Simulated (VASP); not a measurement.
TaN:

```
Ta N
1.0
     5.19600    0.00000    0.00000
    -2.59800    4.49987    0.00000
     0.00000    0.00000    2.91100
Ta N
3 3
Cartesian
  0.0000 0.0000 0.0000
  2.5980 1.5000 1.4555
  0.0000 2.9999 1.4555
  -1.0206 1.7678 0.0000
  1.5774 2.7321 0.0000
  2.0412 0.0000 0.0000
```

Base run:

```yaml
Program: VASP 6.6.1
Functional: PBE
Potentials_or_basis: VASP PAW PBE potentials, release 64 (Ta_pv, N)
Cutoff: 520 eV
k_mesh: 6 × 6 × 9
Occupations: fermi-dirac, width 0.05 eV
Spin: no spin polarisation
```

Its results: band gap on the k mesh zero (band 24 reaches 10.07 eV, above the bottom of band 25 at 7.01 eV); pressure 5.7 GPa; largest force 0.048 eV/Å.

After a change of settings the same cell gave: band gap on the k mesh zero (band 24 reaches 10.55 eV, above the bottom of band 25 at 7.52 eV); pressure 17.3 GPa; largest force 0.015 eV/Å. Which change was it?
A. functional from PBE to r2SCAN; further incar settings from ALGO = Normal; EDIFF = 1e-07; NBANDS = 33 to ALGO = Normal; EDIFF = 1e-06; NBANDS = 33
B. functional from PBE to BLYP
C. functional from PBE to LDA; potentials or basis from VASP PAW PBE potentials, release 64 (Ta_pv, N) to VASP PAW LDA potentials, release 64 (Ta_pv, N)
D. further incar settings from ALGO = Normal; EDIFF = 1e-07; NBANDS = 33 to ALGO = Normal; EDIFF = 1e-06; NBANDS = 33; dispersion from none to D3(BJ)

B.

BLYP binds less tightly than PBE, so the same cell stands under more pressure.

Caveats: spin-orbit coupling is left out, which moves the levels of the heavy elements; the PAW data sets were made with another functional, which shifts forces and pressure a little (some runs).
